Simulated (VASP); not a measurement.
# Cd (Im-3m) in VASP: single point with PBE

Aim: the single point of Cd with PBE.

Everything below comes from runs of VASP 6.6.1. Logs are shortened: lines on timing, memory, paths and dates and some standing lists are left out, and cuts for length are marked.

### Step 1. The cell of the first run

Symmetry: Im-3m, No. 229, cubic system. The conventional cell has a = 3.609 Å, b = 3.609 Å, c = 3.609 Å, α = 90.00°, β = 90.00°, γ = 90.00°. Cd (site symmetry m-3m) has 14 Cd at 3.13 to 3.61 Å within 4.1 Å.

This isn't the form of Cd at room conditions, which is hcp.

### Step 2. Single point, PBE

Contents of INCAR:

```
ALGO = Normal
EDIFF = 1E-6
ENCUT = 520
GGA = PE
ISIF = 2
ISMEAR = -1
LASPH = T
LCHARG = T
LELF = T
LREAL = F
LVHAR = T
LWAVE = F
NBANDS = 12
NELM = 80
PREC = Accurate
SIGMA = 0.13605693000000002
```

Contents of KPOINTS:

```
k-points
0
Gamma
  13 13 13
```

Contents of POSCAR:

```
Cd
1.0
   -1.8043106562      1.8043106562      1.8043106562
    1.8043106562     -1.8043106562      1.8043106562
    1.8043106562      1.8043106562     -1.8043106562
Cd
1
Direct
    0.0000000000      0.0000000000      0.0000000000
```

Potentials or basis: VASP PAW PBE potentials, release 64 (Cd).

Started as:

```sh
$ cat potpaw_PBE.64/Cd/POTCAR > POTCAR
$ mpirun -np 1 vasp_std > vasp.out
```

OUTCAR:

```text
EDIFF = 1E-6
   ENCUT = 520
   GGA = PE
   ISIF = 2
   ISMEAR = -1
   LASPH = T
   LREAL = F
   NELM = 80
   PREC = Accurate

 ion  position               nearest neighbor table
   1  0.000  0.000  0.000-

  LATTYP: Found a body centered cubic cell.
 ALAT       =     3.6086213124

  Lattice vectors:

 A1 = (  -1.8043106562,   1.8043106562,   1.8043106562)
 A2 = (   1.8043106562,  -1.8043106562,   1.8043106562)
 A3 = (   1.8043106562,   1.8043106562,  -1.8043106562)

Analysis of symmetry for initial positions (statically):
=====================================================================
 Subroutine PRICEL returns:
 Original cell was already a primitive cell.

 Routine SETGRP: Setting up the symmetry group for a
 body centered cubic supercell.

 Subroutine GETGRP returns: Found 48 space group operations
 (whereof 48 operations were pure point group operations)
 out of a pool of 48 trial point group operations.

The static configuration has the point symmetry O_h .

Analysis of symmetry for dynamics (positions and initial velocities):
=====================================================================
 Subroutine PRICEL returns:
 Original cell was already a primitive cell.

 Routine SETGRP: Setting up the symmetry group for a
 body centered cubic supercell.

 Subroutine GETGRP returns: Found 48 space group operations
 (whereof 48 operations were pure point group operations)
 out of a pool of 48 trial point group operations.

The dynamic configuration has the point symmetry O_h .

 Subroutine INISYM returns: Found 48 space group operations
 (whereof 48 operations are pure point group operations),
 and found     1 'primitive' translations

----------------------------------------------------------------------------------------

                                     Primitive cell

  volume of cell :      23.4960

  direct lattice vectors                    reciprocal lattice vectors
    -1.804310656  1.804310656  1.804310656     0.000000000  0.277114142  0.277114142
     1.804310656 -1.804310656  1.804310656     0.277114142  0.000000000  0.277114142
     1.804310656  1.804310656 -1.804310656     0.277114142  0.277114142  0.000000000

  length of vectors
     3.125157729  3.125157729  3.125157729     0.391898578  0.391898578  0.391898578

  position of ions in fractional coordinates (direct lattice)
     0.000000000  0.000000000  0.000000000

  ion indices of the primitive-cell ions
[... 80 lines left out ...]
   ISIF   =      2    stress and relaxation
   ISYM   =      2    0-nonsym 1-usesym 2-fastsym
   POTIM  = 0.5000    time-step for ionic-motion
   TEBEG  =    0.0;   TEEND  =   0.0 temperature during run
   PSTRESS=    0.0 pullay stress
   NELECT =      12.0000    total number of electrons
   NUPDOWN=      -1.0000    fix difference up-down
   EMIN   =  10.00;   EMAX   =-10.00  energy-range for DOS
   EFERMI =   0.00;   METHOD = LEGACY
   ISMEAR =    -1;   SIGMA  =   0.14  broadening in eV -4-tet -1-fermi 0-gaus
   EFERMI_NEDOS =   21; number of points for ismear=-14 and -15
   IALGO  =     38    algorithm
   IMIX   =      4    mixing-type and parameters
     AMIX     =   0.40;   BMIX     =  1.00
     AMIX_MAG =   1.60;   BMIX_MAG =  1.00
  volume/ion in A,a.u.               =      23.50       158.56
  Fermi-wavevector in a.u.,A,eV,Ry     =   1.308591  2.472878 23.298759  1.712410
  Thomas-Fermi vector in A             =   2.439247
   LORBIT       =      0    0 simple, 1 ext, 2 COOP (PROOUT), +10 PAW based schemes
   GGA     = PE    functional components
   LHFCALC =     F    Hartree Fock is set to
   AEXX    =    0.0000 exact exchange contribution
   IVDW    =     0    specifies the selected vdW correction
   LEPSILON=     F    determine dielectric tensor
   LRPA    =     F    only Hartree local field effects (RPA)
 non-spin polarized calculation
  energy-cutoff  :      520.00
  volume of cell :       23.50
 maximum number of plane-waves:       650
   NGX = 11   NGY = 11   NGZ = 11

 number of electron      12.0000006 magnetization

 Free energy of the ion-electron system (eV)
  ---------------------------------------------------
  ext. energy  EPLUGINS =         0.00000000
  ---------------------------------------------------
  free energy    TOTEN  =        -0.70438840 eV

  energy without entropy =       -0.68118575  energy(sigma->0) =       -0.69278708

 E-fermi :   2.3769     XC(G=0): -10.6027

 val. band max:        2.3523854826   @ k =   0.3846   0.0769   0.0769
 cond. band min:       2.4905595714   @ k =   0.3846   0.1538   0.0000
 fundamental gap:      0.1381740888
 Fermi energy:         2.3768713379

 k-point     1 :       0.0000    0.0000    0.0000
  band No.  band energies     occupation
      1      -6.6956      2.00000
      2      -6.6956      2.00000
      3      -6.6956      2.00000
      4      -6.1357      2.00000
      5      -6.1357      2.00000
      6      -5.9250      2.00000
      7      17.5749      0.00000
      8      17.5749      0.00000
      9      17.5749      0.00000
     10      17.7752      0.00000
     11      17.7752      0.00000
     12      17.7752      0.00000
[... 331 lines left out ...]
 k-point    24 :       0.2308    0.0769    0.0769
  band No.  band energies     occupation
      1      -6.8747      2.00000
      2      -6.8257      2.00000
      3      -6.2096      2.00000
      4      -6.1547      2.00000
      5      -6.1294      2.00000
      6      -2.9375      2.00000
      7       7.1434      0.00000
      8      10.5588      0.00000
      9      11.1506      0.00000
     10      18.2386      0.00000
     11      18.8574      0.00000
     12      20.9723      0.00000

 [... further k-points ...]

------------------------ aborting loop because EDIFF is reached ----------------------------------------

  FORCE on cell =-STRESS in cart. coord.  units (eV):
  Direction    XX          YY          ZZ          XY          YZ          ZX
  --------------------------------------------------------------------------------------
  -------------------------------------------------------------------------------------
  Total        0.0020350      0.0020350      0.0020350      0.0000000      0.0000000     -0.0000000
  in kB        0.1387643      0.1387643      0.1387643      0.0000000      0.0000000     -0.0000000
  external PRESSURE =       0.1387643 kB  Pullay stress =       0.0000000 kB

 VOLUME and BASIS-vectors are now :
 -----------------------------------------------------------------------------
  energy-cutoff  :      520.00
  volume of cell :       23.50
      direct lattice vectors                 reciprocal lattice vectors
    -1.804310656  1.804310656  1.804310656     0.000000000  0.277114142  0.277114142
     1.804310656 -1.804310656  1.804310656     0.277114142  0.000000000  0.277114142
     1.804310656  1.804310656 -1.804310656     0.277114142  0.277114142  0.000000000

 POSITION                                       TOTAL-FORCE (eV/Angst)
 -----------------------------------------------------------------------------------
      0.00000      0.00000      0.00000        -0.000000     -0.000000      0.000000
 -----------------------------------------------------------------------------------
    total drift:                                0.000000      0.000000      0.000000

  FREE ENERGIE OF THE ION-ELECTRON SYSTEM (eV)
  ---------------------------------------------------
  free  energy   TOTEN  =        -0.7043884012 eV

  energy  without entropy=       -0.6811857507  energy(sigma->0) =       -0.69278708
```

OSZICAR:

```text
N       E                     dE             d eps       ncg     rms          rms(c)
DAV:   1     0.676262406997E+02    0.67626E+02   -0.69512E+03  2192   0.983E+02
DAV:   2     0.502548482200E+00   -0.67124E+02   -0.63903E+02  2184   0.230E+02
DAV:   3    -0.739324801167E+00   -0.12419E+01   -0.12413E+01  2408   0.352E+01
DAV:   4    -0.740802320313E+00   -0.14775E-02   -0.14775E-02  2204   0.120E+00
DAV:   5    -0.740805944520E+00   -0.36242E-05   -0.36239E-05  2340   0.603E-02    0.261E+00
DAV:   6    -0.705462380447E+00    0.35344E-01   -0.97820E-02  2304   0.385E+00    0.215E+00
DAV:   7    -0.704062059961E+00    0.14003E-02   -0.92219E-03  2240   0.973E-01    0.107E+00
DAV:   8    -0.704348934043E+00   -0.28687E-03   -0.13147E-03  2104   0.487E-01    0.583E-02
DAV:   9    -0.704383677254E+00   -0.34743E-04   -0.15376E-05  2328   0.394E-02    0.957E-03
DAV:  10    -0.704388511007E+00   -0.48338E-05   -0.41088E-06  2108   0.211E-02    0.138E-03
DAV:  11    -0.704388401225E+00    0.10978E-06   -0.17067E-08  1112   0.138E-03
   1 F= -.70438840E+00 E0= -.69278708E+00  d E =-.232027E-01
```

Run time: 14 s. Hardware: 1 thread of Intel Xeon Platinum 8488C (Sapphire Rapids), shared host; peak memory 0.15 GiB.

Results:

```
Free energy            : -0.7044 eV
Pressure               : 0.0 GPa
Band gap on the k mesh : zero (bands 6 and 7 overlap by 3.46 eV)
```

Levels at points of the mesh, in eV from the Fermi level:
```csv
k point,band 4,band 5,band 6,band 7,band 8,band 9
"(0.00, 0.00, 0.00)",-8.51,-8.51,-8.30,15.20,15.20,15.20
```
